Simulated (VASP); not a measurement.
Runs of VASP 6.6.1 on HfC. The structure is that of space group Fm-3m (No. 225), or close to it. The cells are those of the table. 

```csv
level,potentials or basis,cell,k mesh,grid for exact exchange (PRECFOCK),share of exact exchange,screening parameter,gap on the mesh (eV),pressure (GPa)
HSE06,"VASP PAW PBE potentials, release 64 (Hf_pv, C)","a = 3.244 Å, angles 60.0°, 2 atoms",6 × 6 × 6,Normal,0.25,0.2079 1/Å,none,6.2
HSE06,"VASP PAW PBE potentials, release 64 (Hf_pv, C)","a = 3.285 Å, angles 60.0°, 2 atoms",5 × 5 × 5,Normal,0.25,0.2079 1/Å,none,-3.0
PBE0,"VASP PAW PBE potentials, release 64 (Hf_pv, C)","a = 3.244 Å, angles 60.0°, 2 atoms",6 × 6 × 6,Normal,0.25,-,none,(b)
LDA,"VASP PAW LDA potentials, release 64 (Hf_pv, C)","a = 3.288 Å, angles 60.0°, 2 atoms",6 × 6 × 6,-,-,-,none,(a)
r2SCAN,"VASP PAW PBE potentials, release 64 (Hf_pv, C)","a = 3.288 Å, angles 60.0°, 2 atoms",6 × 6 × 6,-,-,-,none,-2.5
```

Alike in all rows: task single point; no spin polarisation; cutoff (eV) 520; smearing fermi-dirac 0.05 eV.

Task: Estimate the missing entries.

Result: (a) -11.5; (b) 6.0.

Caveats: all runs use coarse meshes; spin-orbit coupling is left out, which moves the levels of the heavy elements; the PAW data sets were made with another functional, which shifts forces and pressure a little (at least some runs).

A k mesh can miss the band edges, and the runs leave out spin-orbit coupling on Hf.

A gap of «none» marks levels without a gap at the run's occupations.
